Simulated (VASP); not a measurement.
A run of VASP 6.6.1:

Contents of INCAR:

```
  PREC = Accurate
  ENCUT = 600
  EDIFF = 1E-6
  ISMEAR = 0
  SIGMA = 0.1
  LREAL = False
  LASPH = True
  NELM = 150
  ALGO = Normal
  ISIF = 3
  LWAVE = False
  LCHARG = False
  ISPIN = 2
  MAGMOM = 2 0 0 0 0 0
  LORBIT = 11
  LMAXMIX = 4
  GGA = PE
  IBRION = 2
  NSW = 90
  EDIFFG = -0.04
```

KPOINTS

```
Automatic mesh
0
Gamma
  6 6 6
```

The input POSCAR:

```
NiH4N
1.0
    3.5159396700      0.0000000000      0.0000000000
    0.0000000000      3.5159396700      0.0000000000
    0.0000000000      0.0000000000      3.5159396700
Ni H N
1 4 1
Direct
    0.5000000000      0.5000000000      0.5000000000
    0.1480000000      0.1480000000      0.1480000000
    0.1480000000      0.8520000000      0.8520000000
    0.8520000000      0.8520000000      0.1480000000
    0.8520000000      0.1480000000      0.8520000000
    0.0000000000      0.0000000000      0.0000000000
```

Potentials or basis: VASP PAW PBE potentials, release 64 (Ni, H, N).

Run with:

```bash
$ cat potpaw_PBE.64/Ni/POTCAR potpaw_PBE.64/H/POTCAR potpaw_PBE.64/N/POTCAR > POTCAR
$ mpirun -np 1 vasp_std > vasp.out
```

Hardware: 1 thread of Intel Xeon 8259CL (shared host).

Q: Estimate the wall time of this run.

A: Run time: 5.8 min on 1 thread of Intel Xeon 8259CL, on a shared host, peak memory 0.2 GiB. Counts: scf iterations 148, k points 20, ion steps 14.
